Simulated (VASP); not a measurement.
# PbS (P-6m2) in VASP: notebook, part 3 of 3

VASP 6.6.1. Earlier steps stand in the parts before.

### 5 Relaxation of cell and atoms, BLYP

This run uses another cell than the first one, of 27.44 Å³/atom, 0.935 times its volume.

Input file INCAR:

```
SYSTEM = PbS
PREC = Accurate ; ENCUT = 600
EDIFF = 1E-7 ; ISMEAR = -1
SIGMA = 0.05 ; LREAL = .False.
LASPH = .True. ; NELM = 60
ALGO = Normal ; ISIF = 3
LWAVE = .False. ; LCHARG = .False.
GGA = B5 ; ALDAX = 1.0
AGGAX = 1.0 ; AGGAC = 1.0
ALDAC = 0.0 ; IBRION = 2
NSW = 60 ; EDIFFG = -0.01
```

Input file KPOINTS:

```
Automatic mesh
0
Gamma
  8 8 7
  0 0 0
```

Input file POSCAR:

```
PbS
1.0
    4.0896976867      0.0000000000      0.0000000000
   -2.0448488433      3.5417820905      0.0000000000
    0.0000000000      0.0000000000      3.7881670000
Pb S
1 1
Direct
    0.0000000000      0.0000000000      0.0000000000
    0.6666666667      0.3333333333      0.5000000000
```

Potentials or basis: VASP PAW PBE potentials, release 64 (Pb_d, S).

The run is started by

```console
$ cat potpaw_PBE.64/Pb_d/POTCAR potpaw_PBE.64/S/POTCAR > POTCAR
$ mpirun -np 1 vasp_std > vasp.out
```

OUTCAR:

```text
SYSTEM = PbS
   PREC = Accurate
   ENCUT = 600
   EDIFF = 1E-7
   ISMEAR = -1
   LREAL = .False.
   LASPH = .True.
   NELM = 60
   ISIF = 3
   GGA = B5
   IBRION = 2
   NSW = 60
   EDIFFG = -0.01

 ion  position               nearest neighbor table
   1  0.000  0.000  0.000-   2 3.03   2 3.03   2 3.03   2 3.03   2 3.03   2 3.03
   2  0.667  0.333  0.500-   1 3.03   1 3.03   1 3.03   1 3.03   1 3.03   1 3.03

  LATTYP: Found a hexagonal cell.
 ALAT       =     4.0896976867
 C/A-ratio  =     0.9262706660

  Lattice vectors:

 A1 = (   4.0896976867,   0.0000000000,   0.0000000000)
 A2 = (  -2.0448488433,   3.5417820905,   0.0000000000)
 A3 = (   0.0000000000,   0.0000000000,   3.7881670000)

Analysis of symmetry for initial positions (statically):
=====================================================================
 Subroutine PRICEL returns:
 Original cell was already a primitive cell.

 Routine SETGRP: Setting up the symmetry group for a
 hexagonal supercell.

 Subroutine GETGRP returns: Found 12 space group operations
 (whereof 12 operations were pure point group operations)
 out of a pool of 24 trial point group operations.

The static configuration has the point symmetry D_3h.

Analysis of symmetry for dynamics (positions and initial velocities):
=====================================================================
 Subroutine PRICEL returns:
 Original cell was already a primitive cell.

 Routine SETGRP: Setting up the symmetry group for a
 hexagonal supercell.

 Subroutine GETGRP returns: Found 12 space group operations
 (whereof 12 operations were pure point group operations)
 out of a pool of 24 trial point group operations.

The dynamic configuration has the point symmetry D_3h.

 Subroutine INISYM returns: Found 12 space group operations
 (whereof 12 operations are pure point group operations),
 and found     1 'primitive' translations

----------------------------------------------------------------------------------------

                                     Primitive cell

  volume of cell :      54.8709

  direct lattice vectors                    reciprocal lattice vectors
     4.089697687  0.000000000  0.000000000     0.244516851  0.141171870  0.000000000
    -2.044848843  3.541782090  0.000000000     0.000000000  0.282343740  0.000000000
     0.000000000  0.000000000  3.788167000     0.000000000  0.000000000  0.263979914

  length of vectors
     4.089697687  4.089697687  3.788167000     0.282343740  0.282343740  0.263979914

  position of ions in fractional coordinates (direct lattice)
     0.000000000  0.000000000  0.000000000
     0.666666667  0.333333333  0.500000000

  ion indices of the primitive-cell ions
   primitive index   ion index
                 1           1
                 2           2

----------------------------------------------------------------------------------------

 KPOINTS: Automatic mesh

Automatic generation of k-mesh.
 Grid dimensions read from file:
 generate k-points for:    8    8    7

 Generating k-lattice:

  Cartesian coordinates                     Fractional coordinates (reciprocal lattice)
     0.030564606  0.017646484  0.000000000     0.125000000  0.000000000  0.000000000
     0.000000000  0.035292967  0.000000000     0.000000000  0.125000000  0.000000000
     0.000000000  0.000000000  0.037711416     0.000000000  0.000000000  0.142857143

  Length of vectors
     0.035292967  0.035292967  0.037711416

  Shift w.r.t. Gamma in fractional coordinates (k-lattice)
     0.000000000  0.000000000  0.000000000

 Subroutine IBZKPT returns following result:
 ===========================================

 Found     40 irreducible k-points:

 Following reciprocal coordinates:
            Coordinates               Weight
  0.000000  0.000000  0.000000      1.000000
  0.125000  0.000000  0.000000      6.000000
  0.250000  0.000000  0.000000      6.000000
  0.375000  0.000000  0.000000      6.000000
  0.500000  0.000000  0.000000      3.000000
  0.125000  0.125000  0.000000      6.000000
[... 16 lines left out ...]
  0.250000  0.000000  0.285714     12.000000
  0.375000  0.000000  0.285714     12.000000
 [... further k-points ...]
   k-points           NKPTS =     40   k-points in BZ     NKDIM =     40   number of bands    NBANDS=     14
   number of dos      NEDOS =    301   number of ions     NIONS =      2
   total plane-waves  NPLWV =  38880
   dimension x,y,z NGX =    36 NGY =   36 NGZ =   30
   dimension x,y,z NGXF=    72 NGYF=   72 NGZF=   60
   ions per type =               1   1
   NGX,Y,Z   is equivalent  to a cutoff of  14.63, 14.63, 13.17 a.u.
   NGXF,Y,Z  is equivalent  to a cutoff of  29.27, 29.27, 26.33 a.u.
 SYSTEM =  PbS
   PREC   = accura    normal or accurate (medium, high low for compatibility)
   ISTART =      0    job   : 0-new  1-cont  2-samecut
   ICHARG =      2    charge: 1-file 2-atom 10-const
   ISPIN  =      1    spin polarized calculation?
   LNONCOLLINEAR =      F non collinear calculations
   LSORBIT =      F    spin-orbit coupling
   LASPH  =      T    aspherical Exc in radial PAW
   ENCUT  =  600.0 eV  44.10 Ry    6.64 a.u.   8.17  8.17  7.57*2*pi/ulx,y,z
   NELM   =     60;   NELMIN=  2; NELMDL= -5     # of ELM steps
   EDIFF  = 0.1E-06   stopping-criterion for ELM
   LREAL  =      F    real-space projection
   EDIFFG = -.1E-01   stopping-criterion for IOM
   NSW    =     60    number of steps for IOM
   IBRION =      2    ionic relax: 0-MD 1-quasi-New 2-CG
   NFREE  =      1    steps in history (QN), initial steepest desc. (CG)
   ISIF   =      3    stress and relaxation
   ISYM   =      2    0-nonsym 1-usesym 2-fastsym
   POTIM  = 0.5000    time-step for ionic-motion
   TEBEG  =    0.0;   TEEND  =   0.0 temperature during run
   PSTRESS=    0.0 pullay stress
   NELECT =      20.0000    total number of electrons
   NUPDOWN=      -1.0000    fix difference up-down
   EMIN   =  10.00;   EMAX   =-10.00  energy-range for DOS
   EFERMI =   0.00;   METHOD = LEGACY
   ISMEAR =    -1;   SIGMA  =   0.05  broadening in eV -4-tet -1-fermi 0-gaus
   EFERMI_NEDOS =   21; number of points for ismear=-14 and -15
   IALGO  =     38    algorithm
   IMIX   =      4    mixing-type and parameters
     AMIX     =   0.40;   BMIX     =  1.00
     AMIX_MAG =   1.60;   BMIX_MAG =  1.00
  volume/ion in A,a.u.               =      27.44       185.14
  Fermi-wavevector in a.u.,A,eV,Ry     =   1.169421  2.209885 18.606576  1.367545
  Thomas-Fermi vector in A             =   2.305894
   LORBIT       =      0    0 simple, 1 ext, 2 COOP (PROOUT), +10 PAW based schemes
   GGA     = B5    functional components
   LHFCALC =     F    Hartree Fock is set to
   AEXX    =    0.0000 exact exchange contribution
   IVDW    =     0    specifies the selected vdW correction
   LEPSILON=     F    determine dielectric tensor
   LRPA    =     F    only Hartree local field effects (RPA)
 conjugate gradient relaxation of ions
 non-spin polarized calculation
  energy-cutoff  :      600.00
  volume of cell :       54.87
 maximum number of plane-waves:      1845
 NGX is ok and might be reduce to    36
   NGX = 17   NGY = 17   NGZ = 15

--------------------------------------- Ionic step        1  -------------------------------------------

 number of electron      20.0000002 magnetization

 Free energy of the ion-electron system (eV)
  ---------------------------------------------------
  ext. energy  EPLUGINS =         0.00000000
  ---------------------------------------------------
  free energy    TOTEN  =        -7.46250433 eV

  energy without entropy =       -7.46161750  energy(sigma->0) =       -7.46206092

 E-fermi :   5.6088     XC(G=0):  -8.8903

 val. band max:        5.4911549477   @ k =   0.3750   0.2500   0.0000
 cond. band min:       5.7629343314   @ k =   0.3750   0.2500   0.4286
 fundamental gap:      0.2717793837
 Fermi energy:         5.6087629951

 k-point     1 :       0.0000    0.0000    0.0000
  band No.  band energies     occupation
      1     -11.3011      2.00000
      2     -11.2832      2.00000
      3     -11.2832      2.00000
      4     -11.1829      2.00000
      5     -11.1829      2.00000
      6      -7.5238      2.00000
      7      -0.9426      2.00000
      8       3.4630      2.00000
      9       3.9474      2.00000
     10       3.9474      2.00000
     11       9.0250      0.00000
     12       9.0250      0.00000
     13      11.1661      0.00000
     14      11.9990      0.00000
[... 532 lines left out ...]
  energy  without entropy=       -7.5016628513  energy(sigma->0) =       -7.50173457

--------------------------------------- Ionic step        5  -------------------------------------------

 number of electron      19.9999997 magnetization

 Free energy of the ion-electron system (eV)
  ---------------------------------------------------
  ext. energy  EPLUGINS =         0.00000000
  ---------------------------------------------------
  free energy    TOTEN  =        -7.50200654 eV

  energy without entropy =       -7.50187707  energy(sigma->0) =       -7.50194180

 E-fermi :   4.9199     XC(G=0):  -8.5908

 val. band max:        4.6764875393   @ k =   0.3750   0.2500   0.0000
 cond. band min:       5.1976207840   @ k =   0.3750   0.2500   0.4286
 fundamental gap:      0.5211332447
 Fermi energy:         4.9199211288

 k-point     1 :       0.0000    0.0000    0.0000
  band No.  band energies     occupation
      1     -12.0281      2.00000
      2     -12.0173      2.00000
      3     -12.0173      2.00000
      4     -11.9314      2.00000
      5     -11.9314      2.00000
      6      -7.8167      2.00000
      7      -1.8511      2.00000
      8       3.0013      2.00000
      9       3.3619      2.00000
     10       3.3619      2.00000
     11       8.1586      0.00000
     12       8.1586      0.00000
     13      10.5799      0.00000
     14      10.8408      0.00000
[... 420 lines left out ...]
  FREE ENERGIE OF THE ION-ELECTRON SYSTEM (eV)
  ---------------------------------------------------
  free  energy   TOTEN  =        -7.5020065405 eV

  energy  without entropy=       -7.5018770665  energy(sigma->0) =       -7.50194180

 reached required accuracy - stopping structural energy minimisation
```

OSZICAR:

```text
N       E                     dE             d eps       ncg     rms          rms(c)
DAV:   1     0.169548302725E+03    0.16955E+03   -0.10707E+04  1126   0.167E+03
[... 46 lines left out ...]
       N       E                     dE             d eps       ncg     rms          rms(c)
DAV:   1    -0.750340971541E+01   -0.16035E-02   -0.78883E-02  1126   0.295E+00    0.186E-01
DAV:   2    -0.750250927776E+01    0.90044E-03   -0.19653E-03  1488   0.546E-01    0.112E-01
DAV:   3    -0.750201085553E+01    0.49842E-03   -0.99814E-04  1602   0.532E-01    0.261E-02
DAV:   4    -0.750200787001E+01    0.29855E-05   -0.96983E-05  1450   0.125E-01    0.915E-03
DAV:   5    -0.750200647372E+01    0.13963E-05   -0.51859E-06  1662   0.338E-02    0.285E-03
DAV:   6    -0.750200654047E+01   -0.66751E-07   -0.55490E-07  1306   0.946E-03
   5 F= -.75020065E+01 E0= -.75019418E+01  d E =-.110382E-02
```

Run time: 2.3 min. Hardware: 1 thread of Intel Xeon Platinum 8488C (Sapphire Rapids), shared host; peak memory 0.22 GiB.

What came out:

- Free energy: -7.5020 eV
- Relaxed volume: 29.38 Å³/atom
- Relaxed cell: a = 4.195 Å, b = 4.195 Å, c = 3.856 Å, α = 90.00°, β = 90.00°, γ = 120.00°
- Space group after relaxing (to 0.05 Å): P-6m2 (No. 187)
- Energy gained by relaxing: 19.8 meV/atom
- Ionic steps: 5
- Pressure after relaxing: 0.0 GPa
- Band gap on the k mesh: 0.52 eV, indirect (least direct gap 1.64 eV)

The path:
```tsv
step	energy change (eV)	largest force (eV/Å)	pressure (GPa)	volume (Å³)
1	0.0000	0.0000	3.46	54.87
2	-0.0355	0.0000	-0.80	59.71
3	-0.0384	0.0000	0.03	58.60
4	-0.0393	0.0000	0.01	58.70
5	-0.0395	0.0000	0.01	58.76
```

Final structure:
```
CELL_PARAMETERS angstrom
4.19499 0.00000 0.00000
-2.09749 3.63297 0.00000
0.00000 0.00000 3.85589
ATOMIC_POSITIONS crystal
Pb 0.00000 0.00000 0.00000
S 0.66667 0.33333 0.50000
```

Levels at points of the mesh, in eV from the valence-band top:
```
           k point  band 7  band 8  band 9  band 10  band 11  band 12  band 13  band 14
(0.00, 0.00, 0.00)   -6.53   -1.68   -1.31    -1.31     3.48     3.48     5.90     6.16
(0.50, 0.00, 0.00)   -8.14   -2.22   -1.50    -0.80     2.04     3.98     5.01     5.96
```

Caveat: the PAW data sets were made with another functional, which shifts forces and pressure a little; spin-orbit coupling is left out, which moves the levels of the heavy elements. A k mesh can miss the band edges.

### 6 Summary

| task | level | cell | cutoff (eV) | gap on the mesh (eV) | pressure (GPa) | relaxed volume (Å³/atom) |
| --- | --- | --- | --- | --- | --- | --- |
| single point | BLYP | a = 4.194, b = 4.194, c = 3.853 Å, angles 90.0, 90.0, 120.0°, 2 atoms | 520 | 0.52 | 0.0 | - |
| single point | r2SCAN | a = 4.090, b = 4.090, c = 3.788 Å, angles 90.0, 90.0, 120.0°, 2 atoms | 520 | 0.34 | -1.0 | - |
| relaxation of cell and atoms | revPBE | relaxed from a = 4.090, b = 4.090, c = 3.788 Å, angles 90.0, 90.0, 120.0°, 2 atoms | 600 | 0.39 | 0.0 | 28.21 |
| relaxation of cell and atoms | BLYP | relaxed from a = 4.090, b = 4.090, c = 3.788 Å, angles 90.0, 90.0, 120.0°, 2 atoms | 600 | 0.52 | 0.0 | 29.38 |

Alike in all rows: potentials or basis VASP PAW PBE potentials, release 64 (Pb_d, S); no spin polarisation; k mesh 8 × 8 × 7; smearing fermi-dirac 0.05 eV.

Caveats: the PAW data sets were made with another functional, which shifts forces and pressure a little; spin-orbit coupling is left out, which moves the levels of the heavy elements.

Absolute energies hang on the potentials; compare differences alone.
